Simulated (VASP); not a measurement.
# B (R-3m) in VASP: a series of runs, part 2 of 2

VASP 6.6.1. Earlier steps stand in the parts before.

## 4. Relaxation of cell and atoms, PBEsol

This run uses another cell than the first one, of 7.32 Å³/atom, 1.024 times its volume.

File INCAR:

```
SYSTEM = B
PREC     = Accurate       ! precision mode
ENCUT    = 600            ! plane-wave cutoff, eV
EDIFF    = 1E-6           ! SCF threshold, eV
ISMEAR   = 0              ! smearing method
SIGMA    = 0.02           ! smearing width, eV
LREAL    = .FALSE.        ! projectors in reciprocal space
LASPH    = .TRUE.         ! aspherical terms in the spheres
NELM     = 60             ! most SCF steps
ALGO     = Normal         ! electronic algorithm
ISIF     = 3              ! what is computed and relaxed
LWAVE    = .FALSE.        ! write WAVECAR
LCHARG   = .FALSE.        ! write CHGCAR
GGA      = PS             ! functional
IBRION   = 2              ! ionic algorithm
NSW      = 100            ! ionic steps
EDIFFG   = -0.005         ! ionic threshold
```

File KPOINTS:

```
regular mesh
0
G
  6 6 6
  0 0 0
```

File POSCAR:

```
B
1.0
    2.4589500000      1.4196754444      4.1935000000
   -2.4589500000      1.4196754444      4.1935000000
    0.0000000000     -2.8393508888      4.1935000000
B
12
Direct
    0.0101900000      0.6536100000      0.0101900000
    0.0101900000      0.0101900000      0.6536100000
    0.6536100000      0.0101900000      0.0101900000
    0.9898100000      0.3463900000      0.9898100000
    0.3463900000      0.9898100000      0.9898100000
    0.9898100000      0.9898100000      0.3463900000
    0.2211800000      0.6306000000      0.2211800000
    0.2211800000      0.2211800000      0.6306000000
    0.6306000000      0.2211800000      0.2211800000
    0.7788200000      0.3694000000      0.7788200000
    0.3694000000      0.7788200000      0.7788200000
    0.7788200000      0.7788200000      0.3694000000
```

Potentials or basis: VASP PAW PBE potentials, release 64 (B).

Command:

```sh
cat potpaw_PBE.64/B/POTCAR > POTCAR
mpirun -np 1 vasp_std > vasp.out
```

OUTCAR:

```text
SYSTEM = B
   PREC = Accurate
   ENCUT = 600
   EDIFF = 1E-6
   ISMEAR = 0
   LREAL = .FALSE.
   LASPH = .TRUE.
   NELM = 60
   ISIF = 3
   GGA = PS
   IBRION = 2
   NSW = 100
   EDIFFG = -0.005

 ion  position               nearest neighbor table
   1  0.010  0.654  0.010-   4 1.67   2 1.75   3 1.75   7 1.80  11 1.81  12 1.81
   2  0.010  0.010  0.654-   6 1.67   3 1.75   1 1.75   8 1.80  10 1.81  11 1.81
   3  0.654  0.010  0.010-   5 1.67   2 1.75   1 1.75   9 1.80  10 1.81  12 1.81
   4  0.990  0.346  0.990-   1 1.67   6 1.75   5 1.75  10 1.80   9 1.81   8 1.81
   5  0.346  0.990  0.990-   3 1.67   6 1.75   4 1.75  11 1.80   7 1.81   8 1.81
   6  0.990  0.990  0.346-   2 1.67   4 1.75   5 1.75  12 1.80   9 1.81   7 1.81
   7  0.221  0.631  0.221-  11 1.79  12 1.79   1 1.80   5 1.81   6 1.81   8 2.01   9 2.01
   8  0.221  0.221  0.631-  10 1.79  11 1.79   2 1.80   4 1.81   5 1.81   7 2.01   9 2.01
   9  0.631  0.221  0.221-  10 1.79  12 1.79   3 1.80   4 1.81   6 1.81   8 2.01   7 2.01
  10  0.779  0.369  0.779-   9 1.79   8 1.79   4 1.80   3 1.81   2 1.81  12 2.01  11 2.01
  11  0.369  0.779  0.779-   7 1.79   8 1.79   5 1.80   1 1.81   2 1.81  12 2.01  10 2.01
  12  0.779  0.779  0.369-   7 1.79   9 1.79   6 1.80   3 1.81   1 1.81  10 2.01  11 2.01

  LATTYP: Found a trigonal (rhomboedric) cell.
 ALAT       =     5.0643218421
 COS(alpha) =     0.5284944640

  Lattice vectors:

 A1 = (   2.4589500000,   1.4196754444,   4.1935000000)
 A2 = (  -2.4589500000,   1.4196754444,   4.1935000000)
 A3 = (   0.0000000000,  -2.8393508888,   4.1935000000)

Analysis of symmetry for initial positions (statically):
=====================================================================
 Subroutine PRICEL returns:
 Original cell was already a primitive cell.

 Routine SETGRP: Setting up the symmetry group for a
 trigonal (rhombohedral) supercell.

 Subroutine GETGRP returns: Found 12 space group operations
 (whereof 12 operations were pure point group operations)
 out of a pool of 12 trial point group operations.

The static configuration has the point symmetry D_3d.

Analysis of symmetry for dynamics (positions and initial velocities):
[... 156 lines left out ...]
   GGA     = PS    functional components
   LHFCALC =     F    Hartree Fock is set to
   AEXX    =    0.0000 exact exchange contribution
   IVDW    =     0    specifies the selected vdW correction
   LEPSILON=     F    determine dielectric tensor
   LRPA    =     F    only Hartree local field effects (RPA)
 conjugate gradient relaxation of ions
 non-spin polarized calculation
 Gauss-broadening in eV      SIGMA  =   0.02
  energy-cutoff  :      600.00
  volume of cell :       87.83
 maximum number of plane-waves:      2956
   NGX = 21   NGY = 21   NGZ = 21

--------------------------------------- Ionic step        1  -------------------------------------------

 number of electron      36.0000000 magnetization

 Free energy of the ion-electron system (eV)
  ---------------------------------------------------
  ext. energy  EPLUGINS =         0.00000000
  ---------------------------------------------------
  free energy    TOTEN  =       -84.45333692 eV

  energy without entropy =      -84.45333692  energy(sigma->0) =      -84.45333692

------------------------ aborting loop because EDIFF is reached ----------------------------------------

  FORCE on cell =-STRESS in cart. coord.  units (eV):
  Direction    XX          YY          ZZ          XY          YZ          ZX
  --------------------------------------------------------------------------------------
  -------------------------------------------------------------------------------------
  Total       -2.8291672     -2.8291672     -2.3988427      0.0000000      0.0000000      0.0000000
  in kB      -51.6062763    -51.6062763    -43.7568135      0.0000000      0.0000000      0.0000000
  external PRESSURE =     -48.9897887 kB  Pullay stress =       0.0000000 kB
[... 309 lines left out ...]
--------------------------------------- Ionic step        8  -------------------------------------------

 number of electron      36.0000000 magnetization

 Free energy of the ion-electron system (eV)
  ---------------------------------------------------
  ext. energy  EPLUGINS =         0.00000000
  ---------------------------------------------------
  free energy    TOTEN  =       -84.48483123 eV

  energy without entropy =      -84.48483123  energy(sigma->0) =      -84.48483123

 E-fermi :   6.1445     XC(G=0): -11.7136

 val. band max:        6.0458360438   @ k =   0.5000   0.5000   0.5000
 cond. band min:       7.3708503041   @ k =   0.0000   0.0000   0.0000
 fundamental gap:      1.3250142603
 Fermi energy:         6.1445040239

 k-point     1 :       0.0000    0.0000    0.0000
  band No.  band energies     occupation
      1     -10.2869      2.00000
      2      -4.4716      2.00000
      3      -4.2150      2.00000
      4      -4.2150      2.00000
      5      -3.2594      2.00000
      6      -2.5679      2.00000
[... 661 lines left out ...]
     24      11.1666      0.00000
     25      11.5764      0.00000

 [... further k-points ...]
[... 5 lines left out ...]
  --------------------------------------------------------------------------------------
  -------------------------------------------------------------------------------------
  Total       -0.0093056     -0.0093056      0.0150236      0.0000000      0.0000000      0.0000000
  in kB       -0.1735686     -0.1735686      0.2802192      0.0000000      0.0000000      0.0000000
  external PRESSURE =      -0.0223060 kB  Pullay stress =       0.0000000 kB
[... 27 lines left out ...]
  FREE ENERGIE OF THE ION-ELECTRON SYSTEM (eV)
  ---------------------------------------------------
  free  energy   TOTEN  =       -84.4848312330 eV

  energy  without entropy=      -84.4848312330  energy(sigma->0) =      -84.48483123

 reached required accuracy - stopping structural energy minimisation
```

OSZICAR:

```text
N       E                     dE             d eps       ncg     rms          rms(c)
DAV:   1     0.100480228683E+03    0.10048E+03   -0.18429E+04  1600   0.147E+03
DAV:   2    -0.819510176990E+02   -0.18243E+03   -0.17497E+03  2159   0.262E+02
DAV:   3    -0.888615456689E+02   -0.69105E+01   -0.68617E+01  2144   0.465E+01
[... 57 lines left out ...]
       N       E                     dE             d eps       ncg     rms          rms(c)
DAV:   1    -0.844848490070E+02   -0.67910E-04   -0.26082E-03  1626   0.316E-01    0.162E-02
DAV:   2    -0.844848330225E+02    0.15985E-04   -0.85806E-05  2087   0.632E-02    0.657E-03
DAV:   3    -0.844848313899E+02    0.16326E-05   -0.22593E-05  1975   0.256E-02    0.294E-03
DAV:   4    -0.844848312330E+02    0.15686E-06   -0.30396E-06  1450   0.106E-02
   8 F= -.84484831E+02 E0= -.84484831E+02  d E =-.503325E-04
```

CONTCAR:

```text
B
   1.00000000000000
     2.4390785556070051    1.4082026606310942    4.1681554583433806
    -2.4390785556070051    1.4082026606310942    4.1681554583433806
     0.0000000000000000   -2.8164053212621885    4.1681554583433806
  B
    12
Direct
     0.0106422013010639    0.6537302084109399    0.0106422013010638
     0.0106422013010638    0.0106422013010638    0.6537302084109399
     0.6537302084109399    0.0106422013010639    0.0106422013010638
     0.9893577986989361    0.3462697915890601    0.9893577986989363
     0.3462697915890601    0.9893577986989361    0.9893577986989363
     0.9893577986989363    0.9893577986989363    0.3462697915890600
     0.2216887616395906    0.6296573730954244    0.2216887616395905
     0.2216887616395905    0.2216887616395905    0.6296573730954244
     0.6296573730954244    0.2216887616395906    0.2216887616395905
     0.7783112383604094    0.3703426269045756    0.7783112383604095
     0.3703426269045756    0.7783112383604094    0.7783112383604095
     0.7783112383604095    0.7783112383604095    0.3703426269045756

  0.00000000E+00  0.00000000E+00  0.00000000E+00
  0.00000000E+00  0.00000000E+00  0.00000000E+00
  0.00000000E+00  0.00000000E+00  0.00000000E+00
  0.00000000E+00  0.00000000E+00  0.00000000E+00
  0.00000000E+00  0.00000000E+00  0.00000000E+00
  0.00000000E+00  0.00000000E+00  0.00000000E+00
  0.00000000E+00  0.00000000E+00  0.00000000E+00
  0.00000000E+00  0.00000000E+00  0.00000000E+00
  0.00000000E+00  0.00000000E+00  0.00000000E+00
  0.00000000E+00  0.00000000E+00  0.00000000E+00
  0.00000000E+00  0.00000000E+00  0.00000000E+00
  0.00000000E+00  0.00000000E+00  0.00000000E+00
```

Run time: 9.1 min. Hardware: 1 thread of Intel Xeon 8259CL, shared host; peak memory 0.26 GiB.

Results:

```
Free energy                            : -84.4848 eV
Relaxed volume                         : 7.16 Å³/atom
Relaxed cell                           : a = 5.030 Å, b = 5.030 Å, c = 5.030 Å, α = 58.01°, β = 58.01°, γ = 58.01°
Space group after relaxing (to 0.05 Å) : R-3m (No. 166)
Energy gained by relaxing              : 2.6 meV/atom
Ionic steps                            : 8
Pressure after relaxing                : 0.0 GPa
Band gap on the k mesh                 : 1.33 eV, indirect (least direct gap 1.68 eV)
```

The path:
```csv
step,energy change (eV),largest force (eV/Å),pressure (GPa),volume (Å³)
1,0.0000,0.1951,-4.90,87.83
2,-0.0068,0.4169,3.47,85.02
3,-0.0273,0.1320,-0.53,86.31
4,-0.0303,0.1206,0.39,85.76
5,-0.0309,0.0522,0.11,85.92
6,-0.0313,0.0310,-0.02,85.88
7,-0.0314,0.0149,0.02,85.89
8,-0.0315,0.0016,0.00,85.90
```

Final structure:
```cif
data_structure
_symmetry_space_group_name_H-M 'P 1'
_symmetry_Int_Tables_number 1
_cell_length_a 5.0305
_cell_length_b 5.0305
_cell_length_c 5.0305
_cell_angle_alpha 58.007
_cell_angle_beta 58.007
_cell_angle_gamma 58.007
_cell_volume 85.90
loop_
_atom_site_label
_atom_site_type_symbol
_atom_site_fract_x
_atom_site_fract_y
_atom_site_fract_z
_atom_site_occupancy
B1 B 0.01064 0.65373 0.01064 1
B2 B 0.01064 0.01064 0.65373 1
B3 B 0.65373 0.01064 0.01064 1
B4 B 0.98936 0.34627 0.98936 1
B5 B 0.34627 0.98936 0.98936 1
B6 B 0.98936 0.98936 0.34627 1
B7 B 0.22169 0.62966 0.22169 1
B8 B 0.22169 0.22169 0.62966 1
B9 B 0.62966 0.22169 0.22169 1
B10 B 0.77831 0.37034 0.77831 1
B11 B 0.37034 0.77831 0.77831 1
B12 B 0.77831 0.77831 0.37034 1
```

Levels at points of the mesh, in eV from the valence-band top:
| k point | band 14 | band 15 | band 16 | band 17 | band 18 | band 19 | band 20 | band 21 | band 22 | band 23 |
| --- | --- | --- | --- | --- | --- | --- | --- | --- | --- | --- |
| (0.00, 0.00, 0.00) | -4.58 | -1.49 | -0.87 | -0.87 | -0.36 | 1.33 | 4.53 | 4.53 | 4.68 | 4.68 |
| (0.50, 0.00, 0.00) | -3.19 | -2.81 | -1.97 | -1.76 | -0.61 | 1.86 | 3.17 | 3.54 | 4.86 | 4.99 |
| (0.50, 0.50, 0.00) | -3.34 | -3.06 | -2.65 | -2.18 | -1.95 | 1.38 | 2.56 | 2.78 | 3.43 | 5.32 |
| (0.50, 0.50, 0.50) | -3.35 | -3.11 | -1.97 | -1.97 | 0.00 | 2.49 | 2.72 | 2.72 | 4.93 | 4.93 |

Caveat: the PAW data sets were made with another functional, which shifts forces and pressure a little. As with any semilocal functional, this PBEsol gap is likely too small.

## 5. Overview

```csv
task,cell,cutoff (eV),smearing,gap on the mesh (eV),pressure (GPa),largest force (eV/Å)
single point,"a = 5.028 Å, angles 58.0°, 12 atoms",520,gaussian 0.02 eV,1.34,0.4,0.03
single point,"a = 5.064 Å, angles 58.1°, 12 atoms",520,gaussian 0.1 eV,1.40,-4.9,0.20
relaxation of cell and atoms,"relaxed from a = 5.064 Å, angles 58.1°, 12 atoms",600,gaussian 0.02 eV,1.33,0.0,-
```

Alike in all rows: level PBEsol; potentials or basis VASP PAW PBE potentials, release 64 (B); no spin polarisation; k mesh 6 × 6 × 6.

Caveats: the PAW data sets were made with another functional, which shifts forces and pressure a little.

Absolute energies hang on the potentials; compare differences alone.
